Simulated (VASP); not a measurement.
A run of VASP 6.6.1:

The input INCAR:

```
PREC = Accurate ; ENCUT = 600
EDIFF = 1E-7 ; ISMEAR = 0
SIGMA = 0.1 ; LREAL = F
LASPH = T ; NELM = 60
ALGO = Normal ; ISIF = 3
LWAVE = F ; LCHARG = F
GGA = PE ; IBRION = 2
NSW = 90 ; EDIFFG = -0.04
```

File KPOINTS:

```
regular mesh
0
Gamma
  6 6 6
```

Contents of POSCAR:

```
BaSr2O2
1.0
   -2.2926225892      2.2926225892      5.5616367402
    2.2926225892     -2.2926225892      5.5616367402
    2.2926225892      2.2926225892     -5.5616367402
Ba Sr O
1 2 2
Direct
    0.0000000000      0.0000000000      0.0000000000
    0.3711000000      0.3711000000      0.0000000000
    0.6289000000      0.6289000000      0.0000000000
    0.2500000000      0.7500000000      0.5000000000
    0.7500000000      0.2500000000      0.5000000000
```

Potentials or basis: VASP PAW PBE potentials, release 64 (Ba_sv, Sr_sv, O).

Run with:

```sh
$ cat potpaw_PBE.64/Ba_sv/POTCAR potpaw_PBE.64/Sr_sv/POTCAR potpaw_PBE.64/O/POTCAR > POTCAR
$ mpirun -np 1 vasp_std > vasp.out
```

Hardware: 1 thread of Intel(R) Xeon(R) 6975P-C (Granite Rapids), on a shared host.

Question: How long does it take, and how much memory?

Answer: It took 17 min on 1 thread of Intel(R) Xeon(R) 6975P-C (Granite Rapids) (shared host), peak memory 0.51 GiB. Counts: scf iterations 129, k points 30, ion steps 11.
